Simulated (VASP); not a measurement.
# As in VASP: further runs

Runs on As. Level: PBE+D3(BJ). Tasks: single point.

All numbers are computed with VASP 6.6.1; they aren't measurements. Logs are shortened: lines on timing, memory, paths and dates and some standing lists are left out, and cuts for length are marked.

### 1 The cell of the first run

The cell holds a slab with vacuum, 4 atoms: a = 3.571 Å, b = 3.571 Å, c = 20.295 Å, α = 90.00°, β = 90.00°, γ = 120.00°.

### 2 Single point, PBE+D3(BJ)

INCAR reads:

```
ALGO = Normal
DIPOL = 0.5 0.5 0.367
EDIFF = 1E-7
ENCUT = 520
GGA = PE
IDIPOL = 3
ISIF = 2
ISMEAR = 0
IVDW = 12
LASPH = True
LCHARG = False
LDIPOL = True
LREAL = False
LWAVE = False
NBANDS = 18
NELM = 60
PREC = Accurate
SIGMA = 0.05
```

KPOINTS reads:

```
k-points
0
Gamma
  9 9 1
```

POSCAR reads:

```
As
1.0
    3.5713375816      0.0000000000      0.0000000000
   -1.7856687908      3.0928690711      0.0000000000
    0.0000000000      0.0000000000     20.2952790253
As
4
Direct
    0.3333333333      0.6666666667      0.2904862576
    0.6666666667      0.3333333334      0.2217264416
    0.0000000000      1.5000000000      0.5121928306
    0.3333333333      1.1666666666      0.4434350444
```

Potentials or basis: VASP PAW PBE potentials, release 64 (As).

Run with:

```sh
$ cat potpaw_PBE.64/As/POTCAR > POTCAR
$ mpirun -np 1 vasp_std > vasp.out
```

OUTCAR:

```text
EDIFF = 1E-7
   ENCUT = 520
   GGA = PE
   ISIF = 2
   ISMEAR = 0
   IVDW = 12
   LASPH = True
   LREAL = False
   NELM = 60
   PREC = Accurate
 IVDW          = 12

 ion  position               nearest neighbor table
   1  0.333  0.667  0.290-   2 2.49   2 2.49   2 2.49
   2  0.667  0.333  0.222-   1 2.49   1 2.49   1 2.49
   3  0.000  0.500  0.512-   4 2.49   4 2.49   4 2.49
   4  0.333  0.167  0.443-   3 2.49   3 2.49   3 2.49

  LATTYP: Found a hexagonal cell.
 ALAT       =     3.5713375816
 C/A-ratio  =     5.6828229092

  Lattice vectors:

 A1 = (   3.5713375816,   0.0000000000,   0.0000000000)
 A2 = (  -1.7856687908,   3.0928690711,   0.0000000000)
 A3 = (   0.0000000000,   0.0000000000,  20.2952790253)

Analysis of symmetry for initial positions (statically):
=====================================================================
 Subroutine PRICEL returns:
 Original cell was already a primitive cell.

 Routine SETGRP: Setting up the symmetry group for a
 hexagonal supercell.

 Subroutine GETGRP returns: Found  4 space group operations
 (whereof  2 operations were pure point group operations)
 out of a pool of 24 trial point group operations.

The static configuration has the point symmetry C_1h.
 The point group associated with its full space group is C_2h.

Analysis of symmetry for dynamics (positions and initial velocities):
=====================================================================
 Subroutine PRICEL returns:
 Original cell was already a primitive cell.

 Routine SETGRP: Setting up the symmetry group for a
 hexagonal supercell.

 Subroutine GETGRP returns: Found  4 space group operations
 (whereof  2 operations were pure point group operations)
 out of a pool of 24 trial point group operations.

The dynamic configuration has the point symmetry C_1h.
 The point group associated with its full space group is C_2h.

 Subroutine INISYM returns: Found  4 space group operations
 (whereof  2 operations are pure point group operations),
 and found     1 'primitive' translations

----------------------------------------------------------------------------------------

                                     Primitive cell

  volume of cell :     224.1751

  direct lattice vectors                    reciprocal lattice vectors
     3.571337582  0.000000000  0.000000000     0.280007134  0.161662194  0.000000000
    -1.785668791  3.092869071  0.000000000     0.000000000  0.323324388  0.000000000
     0.000000000  0.000000000 20.295279025     0.000000000  0.000000000  0.049272543

  length of vectors
     3.571337582  3.571337582 20.295279025     0.323324388  0.323324388  0.049272543

  position of ions in fractional coordinates (direct lattice)
     0.333333333  0.666666667  0.290486258
     0.666666667  0.333333333  0.221726442
     0.000000000  0.500000000  0.512192831
     0.333333333  0.166666667  0.443435044

  ion indices of the primitive-cell ions
   primitive index   ion index
                 1           1
                 2           2
                 3           3
                 4           4

----------------------------------------------------------------------------------------

 KPOINTS: k-points

Automatic generation of k-mesh.
 Grid dimensions read from file:
 generate k-points for:    9    9    1

 Generating k-lattice:

  Cartesian coordinates                     Fractional coordinates (reciprocal lattice)
     0.031111904  0.017962466  0.000000000     0.111111111 -0.000000000  0.000000000
     0.000000000  0.035924932  0.000000000     0.000000000  0.111111111  0.000000000
     0.000000000  0.000000000  0.049272543     0.000000000  0.000000000  1.000000000

  Length of vectors
     0.035924932  0.035924932  0.049272543

  Shift w.r.t. Gamma in fractional coordinates (k-lattice)
     0.000000000  0.000000000  0.000000000

 Subroutine IBZKPT returns following result:
 ===========================================

 Found     25 irreducible k-points:

 Following reciprocal coordinates:
            Coordinates               Weight
  0.000000  0.000000  0.000000      1.000000
  0.111111 -0.000000  0.000000      2.000000
  0.000000  0.111111  0.000000      4.000000
  0.222222  0.000000  0.000000      2.000000
  0.000000  0.222222  0.000000      4.000000
  0.333333  0.000000  0.000000      2.000000
[... 16 lines left out ...]
 -0.222222 -0.444444  0.000000      4.000000
  0.444444  0.333333  0.000000      4.000000
   k-points           NKPTS =     25   k-points in BZ     NKDIM =     25   number of bands    NBANDS=     18
   number of dos      NEDOS =    301   number of ions     NIONS =      4
   total plane-waves  NPLWV = 125440
   dimension x,y,z NGX =    28 NGY =   28 NGZ =  160
   dimension x,y,z NGXF=    56 NGYF=   56 NGZF=  320
   ions per type =               4
   NGX,Y,Z   is equivalent  to a cutoff of  13.03, 13.03, 13.11 a.u.
   NGXF,Y,Z  is equivalent  to a cutoff of  26.07, 26.07, 26.21 a.u.
 SYSTEM =  unknown system
   PREC   = accura    normal or accurate (medium, high low for compatibility)
   ISTART =      0    job   : 0-new  1-cont  2-samecut
   ICHARG =      2    charge: 1-file 2-atom 10-const
   ISPIN  =      1    spin polarized calculation?
   LNONCOLLINEAR =      F non collinear calculations
   LSORBIT =      F    spin-orbit coupling
   LASPH  =      T    aspherical Exc in radial PAW
   ENCUT  =  520.0 eV  38.22 Ry    6.18 a.u.   6.64  6.64 37.74*2*pi/ulx,y,z
   NELM   =     60;   NELMIN=  2; NELMDL= -5     # of ELM steps
   EDIFF  = 0.1E-06   stopping-criterion for ELM
   LREAL  =      F    real-space projection
   EDIFFG = 0.1E-05   stopping-criterion for IOM
   NSW    =      0    number of steps for IOM
   IBRION =     -1    ionic relax: 0-MD 1-quasi-New 2-CG
   NFREE  =      0    steps in history (QN), initial steepest desc. (CG)
   ISIF   =      2    stress and relaxation
   ISYM   =      2    0-nonsym 1-usesym 2-fastsym
   POTIM  = 0.5000    time-step for ionic-motion
   TEBEG  =    0.0;   TEEND  =   0.0 temperature during run
   PSTRESS=    0.0 pullay stress
   NELECT =      20.0000    total number of electrons
   NUPDOWN=      -1.0000    fix difference up-down
   EMIN   =  10.00;   EMAX   =-10.00  energy-range for DOS
   EFERMI =   0.00;   METHOD = LEGACY
   ISMEAR =     0;   SIGMA  =   0.05  broadening in eV -4-tet -1-fermi 0-gaus
   EFERMI_NEDOS =   21; number of points for ismear=-14 and -15
   IALGO  =     38    algorithm
   IMIX   =      4    mixing-type and parameters
     AMIX     =   0.40;   BMIX     =  1.00
     AMIX_MAG =   1.60;   BMIX_MAG =  1.00
  volume/ion in A,a.u.               =      56.04       378.20
  Fermi-wavevector in a.u.,A,eV,Ry     =   0.731513  1.382360  7.280641  0.535112
  Thomas-Fermi vector in A             =   1.823749
   LORBIT       =      0    0 simple, 1 ext, 2 COOP (PROOUT), +10 PAW based schemes
   GGA     = PE    functional components
   LHFCALC =     F    Hartree Fock is set to
   AEXX    =    0.0000 exact exchange contribution
   IVDW    =    12    specifies the selected vdW correction
   LEPSILON=     F    determine dielectric tensor
   LRPA    =     F    only Hartree local field effects (RPA)
 non-spin polarized calculation
 Gauss-broadening in eV      SIGMA  =   0.05
  energy-cutoff  :      520.00
  volume of cell :      224.18
 maximum number of plane-waves:      6099
   NGX = 13   NGY = 13   NGZ = 75

 dipolmoment           0.000000      0.000000      0.000035 electrons x Angstroem

 number of electron      20.0000002 magnetization

 dipolmoment           0.000000      0.000000     -0.000239 electrons x Angstroem

 Free energy of the ion-electron system (eV)
  ---------------------------------------------------
  ext. energy  EPLUGINS =         0.00000000
  ---------------------------------------------------
  free energy    TOTEN  =       -18.59619819 eV

  energy without entropy =      -18.59619819  energy(sigma->0) =      -18.59619819

 E-fermi :  -0.8437     XC(G=0):  -4.6252

 val. band max:       -1.1284854873   @ k =   0.1111  -0.0000   0.0000
 cond. band min:      -0.3779877580   @ k =   0.3333   0.0000   0.0000
 fundamental gap:      0.7504977293
 Fermi energy:        -0.8436797508

 k-point     1 :       0.0000    0.0000    0.0000
  band No.  band energies     occupation
      1     -15.3056      2.00000
      2     -15.1642      2.00000
      3      -9.2802      2.00000
      4      -8.4458      2.00000
      5      -2.9701      2.00000
      6      -1.6210      2.00000
[... 10 lines left out ...]
     17       3.2865      0.00000
     18       3.5226      0.00000

 k-point     2 :       0.1111   -0.0000    0.0000
  band No.  band energies     occupation
      1     -15.1377      2.00000
      2     -14.9961      2.00000
      3      -9.2274      2.00000
      4      -8.4402      2.00000
      5      -3.1776      2.00000
      6      -2.8717      2.00000
[... 10 lines left out ...]
     17       3.5098      0.00000
     18       3.7341      0.00000

 k-point     3 :       0.0000    0.1111    0.0000
  band No.  band energies     occupation
      1     -15.1371      2.00000
      2     -14.9966      2.00000
      3      -9.2188      2.00000
      4      -8.4493      2.00000
      5      -3.1864      2.00000
      6      -2.9259      2.00000
[... 10 lines left out ...]
     17       3.5082      0.00000
     18       3.7401      0.00000

 k-point     4 :       0.2222    0.0000    0.0000
  band No.  band energies     occupation
      1     -14.6434      2.00000
      2     -14.5012      2.00000
      3      -9.2102      2.00000
      4      -8.6041      2.00000
      5      -4.8283      2.00000
      6      -4.4256      2.00000
[... 375 lines left out ...]
      4     -10.7384      2.00000
      5      -5.7769      2.00000
      6      -5.5632      2.00000
[... 10 lines left out ...]
     17       5.5271      0.00000
     18       6.2727      0.00000

 k-point    23 :      -0.2222   -0.4444    0.0000
  band No.  band energies     occupation
      1     -12.4787      2.00000
      2     -12.4058      2.00000
      3     -10.8380      2.00000
      4     -10.7413      2.00000
      5      -5.7438      2.00000
      6      -5.6351      2.00000
[... 10 lines left out ...]
     17       5.8916      0.00000
     18       5.9728      0.00000

 k-point    24 :       0.4444    0.3333    0.0000
  band No.  band energies     occupation
      1     -12.4966      2.00000
      2     -12.3896      2.00000
      3     -10.8371      2.00000
      4     -10.7415      2.00000
      5      -5.7573      2.00000
      6      -5.6311      2.00000
[... 10 lines left out ...]
     17       5.8302      0.00000
     18       6.1176      0.00000

 [... further k-points ...]

------------------------ aborting loop because EDIFF is reached ----------------------------------------

 vacuum level on the upper side and lower side of the slab       (xc-potential included)        -0.124        -0.120

 Edisp (eV)   -1.11835

 E8    (eV) :    -0.4891

  FORCE on cell =-STRESS in cart. coord.  units (eV):
  Direction    XX          YY          ZZ          XY          YZ          ZX
  --------------------------------------------------------------------------------------
  -------------------------------------------------------------------------------------
  Total       0.42840     0.61065     0.23381    -0.15784     0.03818     0.06613
  in kB       3.06178     4.36434     1.67105    -1.12805     0.27289     0.47266
  external pressure =        3.03 kB  Pullay stress =        0.00 kB

 VOLUME and BASIS-vectors are now :
 -----------------------------------------------------------------------------
  energy-cutoff  :      520.00
  volume of cell :      224.18
      direct lattice vectors                 reciprocal lattice vectors
     3.571337582  0.000000000  0.000000000     0.280007134  0.161662194  0.000000000
    -1.785668791  3.092869071  0.000000000     0.000000000  0.323324388  0.000000000
     0.000000000  0.000000000 20.295279025     0.000000000  0.000000000  0.049272543

 POSITION                                       TOTAL-FORCE (eV/Angst)
 -----------------------------------------------------------------------------------
     -0.00000      2.06191      5.89550        -0.003876     -0.002238      0.091112
      1.78567      1.03096      4.50000        -0.009224     -0.005325     -0.089932
     -0.89283      1.54643     10.39510         0.009224      0.005325      0.089932
      0.89283      0.51548      8.99964         0.003876      0.002238     -0.091112
 -----------------------------------------------------------------------------------
    total drift:                               -0.000009     -0.000005     -0.018040

  FREE ENERGIE OF THE ION-ELECTRON SYSTEM (eV)
  ---------------------------------------------------
  free  energy   TOTEN  =       -19.7145483905 eV

  energy  without entropy=      -19.7145483905  energy(sigma->0) =      -19.71454839

 vacuum level on the upper side and lower side of the slab         3.676         3.680
```

It took 85 s on 1 thread of Intel Xeon 6975P-C (Granite Rapids), shared host; peak memory 0.36 GiB.

What came out:

| Item | Value |
| --- | --- |
| Free energy | -19.7145 eV |
| Largest force | 0.091 eV/Å |
| Band gap on the k mesh | 0.75 eV, indirect (least direct gap 1.42 eV) |
| Dispersion energy per atom | -0.280 eV |

Forces in eV/Å, atoms in the order of the input:
```
As  -0.004 -0.002  0.091
As  -0.009 -0.005 -0.090
As   0.009  0.005  0.090
As   0.004  0.002 -0.091
```

Levels at points of the mesh, in eV from the valence-band top:
| k point | band 7 | band 8 | band 9 | band 10 | band 11 | band 12 | band 13 | band 14 |
| --- | --- | --- | --- | --- | --- | --- | --- | --- |
| (0.00, 0.00, 0.00) | -0.45 | -0.40 | -0.36 | -0.15 | 1.50 | 2.20 | 2.96 | 3.05 |

### 3 Single point, PBE+D3(BJ)

INCAR reads:

```
  PREC = Accurate
  ENCUT = 520
  EDIFF = 1E-6
  ISMEAR = 0
  SIGMA = 0.05
  LREAL = False
  LASPH = True
  NELM = 80
  ALGO = Normal
  ISIF = 2
  LWAVE = False
  LCHARG = True
  LDIPOL = True
  IDIPOL = 3
  DIPOL = 0.5 0.5 0.376
  GGA = PE
  IVDW = 12
  LELF = True
  LVHAR = True
  LVACPOTAV = True
  NBANDS = 18
```

KPOINTS reads:

```
Automatic mesh
0
Gamma
  9 9 1
```

POSCAR reads:

```
As
1.0
    3.5713375816      0.0000000000      0.0000000000
   -1.7856687908      3.0928690711      0.0000000000
    0.0000000000      0.0000000000     20.2952790253
As
4
Direct
    0.3333333333      0.6666666667      0.2905833362
    0.6666666666      0.3333333333      0.2217264416
    0.1666666666      1.3333333333      0.5298676890
    0.5000000000      1.0000000000      0.4610113720
```

Potentials or basis: VASP PAW PBE potentials, release 64 (As).

Run with:

```sh
$ cat potpaw_PBE.64/As/POTCAR > POTCAR
$ mpirun -np 1 vasp_std > vasp.out
```

Run time: 80 s. Hardware: 1 thread of Intel Xeon 6975P-C (Granite Rapids), shared host; peak memory 0.36 GiB.

It converged, with:

* Free energy: -19.6750 eV
* Largest force: 0.101 eV/Å
* Band gap on the k mesh: 1.07 eV, indirect (least direct gap 1.61 eV)
* Dispersion energy per atom: -0.266 eV

Forces in eV/Å, atoms in the order of the input:
```
As   0.000 -0.042  0.091
As   0.000 -0.030 -0.091
As   0.000  0.030  0.091
As   0.000  0.042 -0.091
```

Levels at points of the mesh, in eV from the valence-band top:
| k point | band 6 | band 7 | band 8 | band 9 | band 10 | band 11 | band 12 | band 13 | band 14 | band 15 |
| --- | --- | --- | --- | --- | --- | --- | --- | --- | --- | --- |
| (0.00, 0.00, 0.00) | -0.19 | -0.18 | -0.17 | -0.16 | -0.09 | 1.74 | 2.27 | 3.28 | 3.32 | 3.36 |

### 4 Single point, PBE+D3(BJ)

INCAR reads:

```
SYSTEM = As
PREC = Accurate
ENCUT = 520
EDIFF = 1E-6
ISMEAR = 0
SIGMA = 0.05
LREAL = .FALSE.
LASPH = .TRUE.
NELM = 80
ALGO = Normal
ISIF = 2
LWAVE = .FALSE.
LCHARG = .FALSE.
LDIPOL = .TRUE.
IDIPOL = 3
DIPOL = 0.5 0.5 0.376
GGA = PE
IVDW = 12
NBANDS = 18
```

KPOINTS reads:

```
Automatic mesh
0
G
  9 9 1
  0 0 0
```

POSCAR reads:

```
As
1.0
    3.5713375816      0.0000000000      0.0000000000
   -1.7856687908      3.0928690711      0.0000000000
    0.0000000000      0.0000000000     20.2952790253
As
4
Direct
    0.3333333333      0.6666666667      0.2905565536
    0.6666666667      0.3333333334      0.2217264416
    0.3333333333      1.1666666666      0.5311905183
    0.6666666667      0.8333333334      0.4623604341
```

Run with:

```sh
$ cat potpaw_PBE.64/As/POTCAR > POTCAR
$ mpirun -np 1 vasp_std > vasp.out
```

Run time: 78 s. Hardware: 1 thread of Intel Xeon 6975P-C (Granite Rapids), shared host; peak memory 0.36 GiB.

It converged, with:

| Property | Result |
| --- | --- |
| Free energy | -19.6699 eV |
| Largest force | 0.098 eV/Å |
| Band gap on the k mesh | 1.05 eV, indirect (least direct gap 1.66 eV) |
| Dispersion energy per atom | -0.265 eV |

Forces in eV/Å, atoms in the order of the input:
```
As  -0.030 -0.017  0.092
As  -0.019 -0.011 -0.091
As   0.019  0.011  0.091
As   0.030  0.017 -0.092
```

Levels at points of the mesh, in eV from the valence-band top:
```tsv
k point	band 8	band 9	band 10	band 11	band 12	band 13
(0.00, 0.00, 0.00)	-0.20	-0.17	-0.13	1.72	2.24	3.32
```
